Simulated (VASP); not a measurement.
**Ta: single point with PBEsol**

The system is Ta.

```
CELL_PARAMETERS angstrom
-1.57465 1.57465 1.64026
1.57465 -1.57465 1.64026
1.57465 1.57465 -1.64026
ATOMIC_POSITIONS crystal
Ta 0.00000 0.00000 0.00000
```

This cell differs from its parent crystal: strain -0.040 along x and y, +0.000 along z.

```yaml
Program: VASP 6.6.1
Task: single point
Functional: PBEsol
Potentials_or_basis: VASP PAW PBE potentials, release 64 (Ta_pv)
Cutoff: 520 eV
k_mesh: 26 × 26 × 26
Occupations: gaussian, width 0.15 eV
Spin: no spin polarisation
Dipole_correction: no
Further_INCAR_settings: ALGO = Fast; EDIFF = 1e-07; NBANDS = 12
```

The pressure is 20.6 GPa and the band gap on the k mesh is zero (an odd number of electrons rules out a gap without spin polarisation).

Stress tensor (GPa, compression positive):
```
22.58  0.00  0.00
 0.00 22.58  0.00
 0.00  0.00 16.57
```

Levels at points of the mesh, in eV from the Fermi level:
```
           k point  band 4  band 5  band 6  band 7  band 8  band 9
(0.00, 0.00, 0.00)   -8.31    0.54    0.54    1.10    3.93    4.73
(0.50, 0.00, 0.00)   -4.87   -1.68    2.04    3.92    5.47    8.79
(0.50, 0.50, 0.00)   -4.88   -2.26    2.38    4.84    5.75    8.95
(0.50, 0.50, 0.50)   -4.54   -4.39    7.59    7.78    7.78    8.96
```

Run time: 3 min on 1 thread of AMD EPYC 9R45 96-Core Processor (Zen 5) (shared host), peak memory 0.33 GiB.

Caveat: the cell differs from its parent crystal (strain -0.040 along x and y, +0.000 along z); the stress differs along the axes, from 17 to 23 GPa; the PAW data sets were made with another functional, which shifts forces and pressure a little; spin-orbit coupling is left out, which moves the levels of the heavy elements.
